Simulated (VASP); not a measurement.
# ZnS (P1) in VASP: a series of runs

ZnS is run at these levels: PBEsol; tasks: single point.

Everything below comes from runs of VASP 6.6.1. Logs are shortened: lines on timing, memory, paths and dates and some standing lists are left out, and cuts for length are marked.

### 1 The cell of the first run

The typed cell holds 16 atoms: a = 7.611 Å, b = 7.611 Å, c = 6.244 Å, α = 90.00°, β = 90.00°, γ = 120.00°.

### 2 Single point, PBEsol

INCAR reads:

```
ALGO     = Normal         # electronic algorithm
EDIFF    = 1E-6           # SCF threshold, eV
ENCUT    = 520            # plane-wave cutoff, eV
GGA      = PS             # functional
ISIF     = 2              # what is computed and relaxed
ISMEAR   = -1             # smearing method
LASPH    = True           # aspherical terms in the spheres
LCHARG   = False          # write CHGCAR
LREAL    = Auto         
LWAVE    = False          # write WAVECAR
NBANDS   = 86             # bands
NELM     = 80             # most SCF steps
PREC     = Accurate       # precision mode
SIGMA    = 0.026          # smearing width, eV
```

KPOINTS reads:

```
k-points
0
Gamma
  3 3 2
```

POSCAR reads:

```
ZnS
1.0
    7.6109016412     -0.0000000001      0.0000000000
   -3.8054508205      6.5912341670      0.0000000000
    0.0000000000      0.0000000000      6.2439930788
Zn S
8 8
Direct
    0.1817988863      0.3382856599      0.0198214505
    0.3254869580      0.1462363460      0.5040434799
    0.1627574081      0.8285782088      0.0019854282
    0.3531363453      0.6735764331      0.5104710975
    0.6801125482      0.3247209773     -0.0012101231
    0.8270519803      0.1674953388      0.4953037201
    0.6539056351      0.8298077206     -0.0087299905
    0.8297657733      0.6821148947      0.5073272760
    0.1811834511      0.3415170730      0.3762843697
    0.3338728169      0.1650404116      0.8813219250
    0.1636328116      0.8199707161      0.3631740092
    0.3270106270      0.6627978751      0.8774168919
    0.6624654042      0.3358997638      0.3739590949
    0.8459926755      0.1714971690      0.8803758958
    0.6686592655      0.8344816556      0.3667635391
    0.8228095209      0.6621694647      0.8762634633
```

Potentials or basis: VASP PAW PBE potentials, release 64 (Zn, S).

The run is started by

```bash
cat potpaw_PBE.64/Zn/POTCAR potpaw_PBE.64/S/POTCAR > POTCAR
mpirun -np 1 vasp_std > vasp.out
```

OUTCAR:

```text
EDIFF = 1E-6
   ENCUT = 520
   GGA = PS
   ISIF = 2
   ISMEAR = -1
   LASPH = True
   LREAL = Auto
   NELM = 80
   PREC = Accurate

 ion  position               nearest neighbor table
   1  0.182  0.338  0.020-   9 2.23  10 2.31  12 2.32  14 2.38
   2  0.325  0.146  0.504-  11 2.32  10 2.36  13 2.37   9 2.38
   3  0.163  0.829  0.002-  11 2.26  12 2.31  10 2.34  16 2.37
   4  0.353  0.674  0.510-  15 2.27  12 2.30   9 2.34  11 2.40
   5  0.680  0.325  0.999-  14 2.23  13 2.35  16 2.36  10 2.40
   6  0.827  0.167  0.495-  13 2.32  15 2.34  14 2.41   9 2.45
[... 8 lines left out ...]
  15  0.669  0.834  0.367-   8 2.25   4 2.27   6 2.34   7 2.35
  16  0.823  0.662  0.876-   8 2.31   7 2.33   5 2.36   3 2.37

  LATTYP: Found a hexagonal cell.
 ALAT       =     7.6109016412
 C/A-ratio  =     0.8204012314

  Lattice vectors:

 A1 = (   7.6109016412,  -0.0000000001,   0.0000000000)
 A2 = (  -3.8054508205,   6.5912341670,   0.0000000000)
 A3 = (   0.0000000000,   0.0000000000,   6.2439930788)

Analysis of symmetry for initial positions (statically):
=====================================================================
 Subroutine PRICEL returns:
 Original cell was already a primitive cell.

 Routine SETGRP: Setting up the symmetry group for a
 hexagonal supercell.

 Subroutine GETGRP returns: Found  1 space group operations
 (whereof  1 operations were pure point group operations)
 out of a pool of 24 trial point group operations.

The static configuration has the point symmetry C_1 .

Analysis of symmetry for dynamics (positions and initial velocities):
=====================================================================
 Subroutine PRICEL returns:
 Original cell was already a primitive cell.

 Routine SETGRP: Setting up the symmetry group for a
 hexagonal supercell.

 Subroutine GETGRP returns: Found  1 space group operations
 (whereof  1 operations were pure point group operations)
 out of a pool of 24 trial point group operations.

The dynamic configuration has the point symmetry C_1 .

 Subroutine INISYM returns: Found  1 space group operations
 (whereof  1 operations are pure point group operations),
 and found     1 'primitive' translations

----------------------------------------------------------------------------------------
[... 107 lines left out ...]
   LREAL  =      T    real-space projection
   EDIFFG = 0.1E-04   stopping-criterion for IOM
   NSW    =      0    number of steps for IOM
   IBRION =     -1    ionic relax: 0-MD 1-quasi-New 2-CG
   NFREE  =      0    steps in history (QN), initial steepest desc. (CG)
   ISIF   =      2    stress and relaxation
   ISYM   =      2    0-nonsym 1-usesym 2-fastsym
   POTIM  = 0.5000    time-step for ionic-motion
   TEBEG  =    0.0;   TEEND  =   0.0 temperature during run
   PSTRESS=    0.0 pullay stress
   NELECT =     144.0000    total number of electrons
   NUPDOWN=      -1.0000    fix difference up-down
   EMIN   =  10.00;   EMAX   =-10.00  energy-range for DOS
   EFERMI =   0.00;   METHOD = LEGACY
   ISMEAR =    -1;   SIGMA  =   0.03  broadening in eV -4-tet -1-fermi 0-gaus
   EFERMI_NEDOS =   21; number of points for ismear=-14 and -15
   IALGO  =     38    algorithm
   IMIX   =      4    mixing-type and parameters
     AMIX     =   0.40;   BMIX     =  1.00
     AMIX_MAG =   1.60;   BMIX_MAG =  1.00
  volume/ion in A,a.u.               =      19.58       132.11
  Fermi-wavevector in a.u.,A,eV,Ry     =   1.263496  2.387661 21.720645  1.596422
  Thomas-Fermi vector in A             =   2.396850
   LORBIT       =      0    0 simple, 1 ext, 2 COOP (PROOUT), +10 PAW based schemes
   GGA     = PS    functional components
   LHFCALC =     F    Hartree Fock is set to
   AEXX    =    0.0000 exact exchange contribution
   IVDW    =     0    specifies the selected vdW correction
   LEPSILON=     F    determine dielectric tensor
   LRPA    =     F    only Hartree local field effects (RPA)
 non-spin polarized calculation
  energy-cutoff  :      520.00
  volume of cell :      313.23
 maximum number of plane-waves:      8484
 NGX is ok and might be reduce to    60
   NGX = 29   NGY = 29   NGZ = 23

 number of electron     143.9999984 magnetization

 Free energy of the ion-electron system (eV)
  ---------------------------------------------------
  ext. energy  EPLUGINS =         0.00000000
  ---------------------------------------------------
  free energy    TOTEN  =       -60.30787215 eV

  energy without entropy =      -60.30787215  energy(sigma->0) =      -60.30787215

 E-fermi :   2.7419     XC(G=0):  -9.8815

 val. band max:        2.1387110671   @ k =   0.0000   0.0000   0.0000
 cond. band min:       4.1616313695   @ k =   0.0000   0.0000   0.0000
 fundamental gap:      2.0229203024
 Fermi energy:         2.7419402977

 k-point     1 :       0.0000    0.0000    0.0000
  band No.  band energies     occupation
      1     -11.1795      2.00000
      2     -10.3689      2.00000
      3     -10.2568      2.00000
      4     -10.1624      2.00000
      5     -10.1002      2.00000
      6      -9.8268      2.00000
[... 859 lines left out ...]
     83       7.7491      0.00000
     84       7.9002      0.00000
 [bands above 84 left out]

------------------------ aborting loop because EDIFF is reached ----------------------------------------

  FORCE on cell =-STRESS in cart. coord.  units (eV):
  Direction    XX          YY          ZZ          XY          YZ          ZX
  --------------------------------------------------------------------------------------
  -------------------------------------------------------------------------------------
  Total       -1.9604291     -2.9753336     -0.6954409     -1.0557230      0.0160395     -0.3193338
  in kB      -10.0275875    -15.2188203     -3.5571775     -5.4000190      0.0820421     -1.6333910
  external PRESSURE =      -9.6011951 kB  Pullay stress =       0.0000000 kB

 VOLUME and BASIS-vectors are now :
 -----------------------------------------------------------------------------
  energy-cutoff  :      520.00
  volume of cell :      313.23
      direct lattice vectors                 reciprocal lattice vectors
     7.610901641 -0.000000000  0.000000000     0.131390477  0.075858327  0.000000000
    -3.805450820  6.591234167  0.000000000     0.000000000  0.151716655  0.000000000
     0.000000000  0.000000000  6.243993079     0.000000000  0.000000000  0.160153925

 POSITION                                       TOTAL-FORCE (eV/Angst)
 -----------------------------------------------------------------------------------
      0.09632      2.22972      0.12376        -0.112089     -0.218285     -0.555292
      1.92075      0.96388      3.14724        -0.028731      0.337684     -0.067312
     -1.91438      5.46135      0.01240        -0.315911      0.187567     -0.398312
      0.12442      4.43970      3.18738        -0.579166     -0.280070     -0.228112
      3.94056      2.14031      6.23644        -0.760978      0.220138      0.184966
      5.65722      1.10400      3.09267         0.296163      0.375660      0.108945
[... 8 lines left out ...]
      1.91352      5.50026      2.29007        -0.134296      0.537656     -0.010448
      3.74247      4.36451      5.47138         0.267978      0.112853      0.014148
 -----------------------------------------------------------------------------------
    total drift:                               -0.003523     -0.002422      0.001309

  FREE ENERGIE OF THE ION-ELECTRON SYSTEM (eV)
  ---------------------------------------------------
  free  energy   TOTEN  =       -60.3078721502 eV

  energy  without entropy=      -60.3078721502  energy(sigma->0) =      -60.30787215
```

OSZICAR:

```text
N       E                     dE             d eps       ncg     rms          rms(c)
DAV:   1     0.135354355692E+04    0.13535E+04   -0.64053E+04  1720   0.203E+03
DAV:   2     0.176839367500E+03   -0.11767E+04   -0.11294E+04  1720   0.504E+02
DAV:   3    -0.467457906148E+02   -0.22359E+03   -0.21445E+03  1870   0.186E+02
DAV:   4    -0.632230247787E+02   -0.16477E+02   -0.16346E+02  1992   0.510E+01
DAV:   5    -0.636148495689E+02   -0.39182E+00   -0.39076E+00  1936   0.809E+00    0.196E+01
DAV:   6    -0.601677349863E+02    0.34471E+01   -0.78579E+00  2292   0.485E+01    0.148E+01
DAV:   7    -0.604639624097E+02   -0.29623E+00   -0.10771E+01  1960   0.916E+00    0.637E+00
DAV:   8    -0.603081544142E+02    0.15581E+00   -0.84714E-01  2170   0.843E+00    0.242E+00
DAV:   9    -0.603064825179E+02    0.16719E-02   -0.17960E-01  2186   0.520E+00    0.570E-01
DAV:  10    -0.603070850771E+02   -0.60256E-03   -0.17209E-02  1994   0.212E+00    0.372E-01
DAV:  11    -0.603075644946E+02   -0.47942E-03   -0.31569E-03  2160   0.389E-01    0.241E-01
DAV:  12    -0.603079075594E+02   -0.34306E-03   -0.90371E-04  2082   0.460E-01    0.876E-02
DAV:  13    -0.603078628567E+02    0.44703E-04   -0.46137E-04  2058   0.423E-01    0.285E-02
DAV:  14    -0.603078689004E+02   -0.60436E-05   -0.11822E-04  2154   0.776E-02    0.217E-02
DAV:  15    -0.603078712519E+02   -0.23515E-05   -0.18439E-05  1922   0.341E-02    0.184E-02
DAV:  16    -0.603078721502E+02   -0.89836E-06   -0.52765E-06  1660   0.678E-02
   1 F= -.60307872E+02 E0= -.60307872E+02  d E =-.769416E-11
```

stdout:

```text
POSCAR found type information on POSCAR ZnS
 POSCAR found :  2 types and      16 ions
 scaLAPACK will be used
 -----------------------------------------------------------------------------
|                                                                             |
|                                                                             |
|     You enforced a specific xc type in the INCAR file but a different       |
|     I HOPE YOU KNOW WHAT YOU ARE DOING!                                     |
|                                                                             |
 -----------------------------------------------------------------------------

 LDA part: xc-table for (Slater+PW92), standard interpolation
 POSCAR, INCAR and KPOINTS ok, starting setup
 FFT: planning ... GRIDC
 FFT: planning ... GRID_SOFT
 FFT: planning ... GRID
 WAVECAR not read
 entering main loop
```

Run time: 5.3 min. Hardware: 1 thread of Intel Xeon Platinum 8488C (Sapphire Rapids), shared host; peak memory 0.48 GiB.

What came out:

* Free energy: -60.3079 eV
* Pressure: -1.0 GPa
* Largest force: 0.990 eV/Å
* Band gap on the k mesh: 2.02 eV

Forces in eV/Å, atoms in the order of the input:
```
Zn  -0.112 -0.218 -0.555
Zn  -0.029  0.338 -0.067
Zn  -0.316  0.188 -0.398
Zn  -0.579 -0.280 -0.228
Zn  -0.761  0.220  0.185
Zn   0.296  0.376  0.109
Zn   0.371  0.287  0.087
Zn   0.685 -0.606 -0.108
S   -0.326 -0.467  0.810
S    0.316 -0.156 -0.286
S   -0.070  0.047  0.947
S   -0.031  0.063 -0.169
S    0.133  0.017  0.155
S    0.290 -0.458 -0.483
S   -0.134  0.538 -0.010
S    0.268  0.113  0.014
```

Stress tensor (GPa, compression positive):
```
-1.00 -0.54 -0.16
-0.54 -1.52  0.01
-0.16  0.01 -0.36
```

Caveat: the k points lie up to 0.50 Å⁻¹ apart; the atoms stand as in a frame of molecular dynamics; the PAW data sets were made with another functional, which shifts forces and pressure a little.

### 3 Single point, PBEsol

INCAR reads:

```
PREC = Accurate
ENCUT = 520
EDIFF = 1E-6
ISMEAR = -1
SIGMA = 0.026
LREAL = Auto
LASPH = True
NELM = 100
ALGO = Normal
ISIF = 2
LWAVE = False
LCHARG = False
GGA = PS
NBANDS = 86
```

KPOINTS reads:

```
Automatic mesh
0
Gamma
  3 3 2
```

POSCAR reads:

```
ZnS
1.0
    7.6109016412     -0.0000000001      0.0000000000
   -3.8054508205      6.5912341670      0.0000000000
    0.0000000000      0.0000000000      6.2439930788
Zn S
8 8
Direct
    0.1822977445      0.3320537466      0.0236446450
    0.3250407755      0.1524769071      0.5006629509
    0.1624976697      0.8343980597     -0.0065009681
    0.3600043197      0.6743060385      0.5044115136
    0.6817538984      0.3173316176      0.0018577855
    0.8268947168      0.1732071675      0.4970466752
    0.6529989743      0.8276609299     -0.0100860137
    0.8255049102      0.6751312254      0.5046386119
    0.1713898426      0.3295108238      0.3879077010
    0.3486122929      0.1666285816      0.8838803840
    0.1710181488      0.8205435982      0.3706596037
    0.3417701521      0.6779141640      0.8801633715
    0.6675988883      0.3477221325      0.3853362695
    0.8611760611      0.1734179019      0.8796867534
    0.6688962693      0.8444139381      0.3629994414
    0.8268965521      0.6588203195      0.8856449599
```

Potentials or basis: VASP PAW PBE potentials, release 64 (Zn, S).

The run is started by

```bash
cat potpaw_PBE.64/Zn/POTCAR potpaw_PBE.64/S/POTCAR > POTCAR
mpirun -np 1 vasp_std > vasp.out
```

Wall time 5.2 min (1 thread of Intel Xeon Platinum 8488C (Sapphire Rapids), shared host); peak memory 0.48 GiB.

It converged, with:

- Free energy: -60.2071 eV
- Pressure: -1.0 GPa
- Largest force: 1.330 eV/Å
- Band gap on the k mesh: 2.04 eV

Forces on the atoms (eV/Å):
```
Zn   0.240  0.290 -0.390
Zn   0.324 -0.069  0.166
Zn  -0.018 -0.021  0.261
Zn  -0.823 -0.471  0.190
Zn  -0.317  0.386  0.311
Zn   0.239  0.247  0.252
Zn   1.102  0.667  0.241
Zn   0.544  0.234  0.176
S   -0.242  0.272  0.141
S   -0.276  0.071 -0.309
S   -0.427  0.157  0.340
S   -0.700 -1.021 -0.486
S    0.090 -0.654 -0.410
S   -0.320 -0.500 -0.324
S    0.578  0.244  0.245
S    0.007  0.167 -0.404
```

Stress tensor (GPa, compression positive):
```
-0.09  0.57  0.32
 0.57 -1.21  0.34
 0.32  0.34 -1.66
```

Levels at points of the mesh, in eV from the valence-band top:
```
           k point  band 70  band 71  band 72  band 73  band 74  band 75
(0.00, 0.00, 0.00)    -0.07    -0.04     0.00     2.04     2.93     3.39
(0.00, 0.00, 0.50)    -0.52    -0.41    -0.39     3.25     3.26     3.32
```

Caveat: the k points lie up to 0.50 Å⁻¹ apart; the atoms stand as in a frame of molecular dynamics; the PAW data sets were made with another functional, which shifts forces and pressure a little.
